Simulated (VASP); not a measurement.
The system is Si2Mo.

```
Mo Si
1.0
     4.58547    0.00000    0.00000
    -2.29274    3.97113    0.00000
     0.00000    0.00000    6.57976
Mo Si
3 6
Direct
  0.50000 0.50000 0.83333
  0.00000 0.50000 0.16667
  0.50000 0.00000 0.50000
  0.16387 0.32775 0.50000
  0.67225 0.83613 0.16667
  0.83613 0.16387 0.83333
  0.83613 0.67225 0.50000
  0.32775 0.16387 0.16667
  0.16387 0.83613 0.83333
```

- Program: VASP 6.6.1
- Task: relaxation of cell and atoms
- Functional: RPBE
- Dispersion: D3(BJ)
- Potentials or basis: VASP PAW PBE potentials, release 64 (Mo_sv, Si)
- Cutoff: 600 eV
- k mesh: 7 × 7 × 4
- Occupations: fermi-dirac, width 0.05 eV
- Spin: no spin polarisation

At the start: pressure -32.0 GPa; volume 13.31 Å³/atom.

Q: Where does the relaxation end?

A: Over 7 steps the energy falls by 189.8 meV/atom and the volume is 11.62 Å³/atom (-12.7 %); space group P6_222 (No. 180, to 0.05 Å).

The path:
| step | energy change (eV) | largest force (eV/Å) | pressure (GPa) | volume (Å³) |
| --- | --- | --- | --- | --- |
| 1 | 0.0000 | 0.0022 | -32.01 | 119.81 |
| 2 | 7.6168 | 0.1917 | 148.00 | 79.36 |
| 3 | -1.6870 | 0.0516 | -4.08 | 106.04 |
| 4 | -1.7039 | 0.0559 | -1.10 | 105.00 |
| 5 | -1.7052 | 0.0576 | 0.00 | 104.63 |
| 6 | -1.7074 | 0.0269 | 0.05 | 104.58 |
| 7 | -1.7086 | 0.0051 | 0.03 | 104.60 |

Final structure:
```xyz
9
Lattice="4.3748 0.0000 0.0000 -2.1874 3.7887 0.0000 0.0000 0.0000 6.3107" Properties=species:S:1:pos:R:3 pbc="T T T"
Mo    1.0937    1.8944    5.2590
Mo   -1.0937    1.8944    1.0518
Mo    2.1874    0.0000    3.1554
Si    0.0000    1.2403    3.1554
Si    1.1133    3.1686    1.0518
Si    3.3007    0.6201    5.2590
Si    2.1874    2.5485    3.1554
Si    1.0741    0.6201    1.0518
Si   -1.1133    3.1686    5.2590
```

Caveat: the PAW data sets were made with another functional, which shifts forces and pressure a little.
